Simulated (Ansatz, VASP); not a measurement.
## Gd in VASP and in Ansatz

File INCAR:

```
SYSTEM = Gd
PREC     = Accurate       ! precision mode
ENCUT    = 520            ! plane-wave cutoff, eV
EDIFF    = 1E-8           ! SCF threshold, eV
ISMEAR   = -1             ! smearing method
SIGMA    = 0.05           ! smearing width, eV
LREAL    = .False.        ! projectors in reciprocal space
LASPH    = .True.         ! aspherical terms in the spheres
NELM     = 150            ! most SCF steps
ALGO     = Normal         ! electronic algorithm
ISIF     = 2              ! what is computed and relaxed
LWAVE    = .False.        ! write WAVECAR
LCHARG   = .False.        ! write CHGCAR
ISPIN    = 2              ! spin polarisation
MAGMOM   = 7              ! initial moments
LORBIT   = 11             ! projections on sites
LMAXMIX  = 6              ! l up to which the mixer works
GGA      = PE             ! functional
LEFG     = .True.       
NBANDS   = 19             ! bands
```

The input KPOINTS:

```
Automatic mesh
0
Gamma
  13 13 13
  0 0 0
```

POSCAR

```
Gd
1.0
   -2.0626457253      2.0626457253      2.0626457253
    2.0626457253     -2.0626457253      2.0626457253
    2.0626457253      2.0626457253     -2.0626457253
Gd
1
Direct
    0.0000000000      0.0000000000      0.0000000000
```

Input for Ansatz:

```yaml
crystal:
  lattice:
    - [-2.0626457253, 2.0626457253, 2.0626457253]
    - [2.0626457253, -2.0626457253, 2.0626457253]
    - [2.0626457253, 2.0626457253, -2.0626457253]
  atoms:
    - { symbol: Gd, position: [0.0, 0.0, 0.0], spin: 7.0 }
magnetization:
  spin_polarized: true
kpoints:
  mp_grid: { grid: [13, 13, 13] }
scf:
  occupations: { method: fermi_dirac, width: 0.05 }
hamiltonian:
  xc: pbe
  pseudopotentials: { kind: paw }
output:
  forces: true
  stress: true
  eigenvalues: true
  efg: { contact_densities: true }
```

Change from the starting cell: volume scaled by 1.06, PAW files.

Alike in both runs: task electric field gradients; functional PBE; k mesh 13 × 13 × 13; occupations fermi-dirac, width 0.05 eV; collinear spin.

|  | VASP | Ansatz |
| --- | --- | --- |
| version | VASP 6.6.1 | Ansatz 0.2.0 |
| potentials or method | VASP PAW PBE potentials, release 64 (Gd) | PAW with Ansatz's default frozen-core files, scalar-relativistic |
| plane-wave cutoff (eV) | 520 | 420 |
| valence electrons in the cell | 18 | 18 |

|  | VASP | Ansatz | Ansatz less VASP |
| --- | --- | --- | --- |
| pressure (GPa) | -1.7 | -1.7 | +0.04 |
| net moment per atom (μB) | 7.66 | 7.65 | -0.009 |
| size of the moment on the site where the two differ most (μB) | 7.00 | 7.35 | +0.349 |

Site moments also hang on the region over which each program counts them.

Neither program's run includes spin-orbit coupling.
